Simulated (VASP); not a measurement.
A run of VASP 6.6.1 is set up as follows.

Contents of INCAR:

```
  PREC = Accurate
  ENCUT = 520
  EDIFF = 1E-6
  ISMEAR = 0
  SIGMA = 0.1
  LREAL = F
  LASPH = T
  NELM = 60
  ALGO = Normal
  ISIF = 2
  LWAVE = F
  LCHARG = F
  GGA = PE
  NBANDS = 16
```

KPOINTS

```
regular mesh
0
Gamma
  6 6 6
```

Contents of POSCAR:

```
TiH3
1.0
   -1.8602141326      1.8602141326      1.8602141326
    1.8602141326     -1.8602141326      1.8602141326
    1.8602141326      1.8602141326     -1.8602141326
Ti H
1 3
Direct
    0.0000000000      0.0000000000      0.0000000000
    0.0000000000      0.5000000000      0.5000000000
    0.5000000000      0.0000000000      0.5000000000
    0.5000000000      0.5000000000      0.0000000000
```

Potentials or basis: VASP PAW PBE potentials, release 64 (Ti_sv, H).

Run with:

```console
$ cat potpaw_PBE.64/Ti_sv/POTCAR potpaw_PBE.64/H/POTCAR > POTCAR
$ mpirun -np 1 vasp_std > vasp.out
```

Problem. Estimate the pressure.

Solution. -0.2 GPa.

Caveat: the k points lie up to 0.40 Å⁻¹ apart.
